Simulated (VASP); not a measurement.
Crystal: Al2GaAs3.

```
Al Ga As
1.0
    -1.92681    1.92681    8.17478
     1.92681   -1.92681    8.17478
     1.92681    1.92681   -8.17478
Al Ga As
2 1 3
Direct
  0.66667 0.66667 0.00000
  0.33333 0.33333 0.00000
  0.00000 0.00000 0.00000
  0.41667 0.91667 0.50000
  0.08333 0.58333 0.50000
  0.75000 0.25000 0.50000
```

- Program: VASP 6.6.1
- Task: relaxation of cell and atoms
- Functional: PBE
- Potentials or basis: VASP PAW PBE potentials, release 64 (Al, Ga_d, As)
- Cutoff: 600 eV
- k mesh: 6 × 6 × 6
- Occupations: gaussian, width 0.1 eV
- Spin: no spin polarisation

At the start: pressure 14.2 GPa; volume 20.23 Å³/atom.

Question: Where does the relaxation end?

Answer: Over 5 steps the energy falls by 131.0 meV/atom and the volume is 23.62 Å³/atom (+16.7 %); space group I-4m2 (No. 119, to 0.1 Å) before and after.

The path:
```csv
step,energy change (eV),largest force (eV/Å),pressure (GPa),volume (Å³)
1,0.0000,0.0981,14.20,121.40
2,-0.5506,0.0687,-4.91,155.71
3,-0.7857,0.0641,0.01,141.75
4,-0.7855,0.0642,-0.17,142.17
5,-0.7861,0.0314,0.02,141.70
```

Final structure:
```yaml
crystal:
  lattice:
    - [-2.02988, 2.02988, 8.59725]
    - [2.02988, -2.02988, 8.59725]
    - [2.02988, 2.02988, -8.59725]
  atoms:
    - { symbol: Al, position: [0.66662, 0.66662, 0.00000] }
    - { symbol: Al, position: [0.33338, 0.33338, 0.00000] }
    - { symbol: Ga, position: [0.00000, 0.00000, 0.00000] }
    - { symbol: As, position: [0.41631, 0.91631, 0.50000] }
    - { symbol: As, position: [0.08369, 0.58369, 0.50000] }
    - { symbol: As, position: [0.75000, 0.25000, 0.50000] }
```

Caveat: the volume moved by over 15 % at a fixed basis, so the end points are rough.
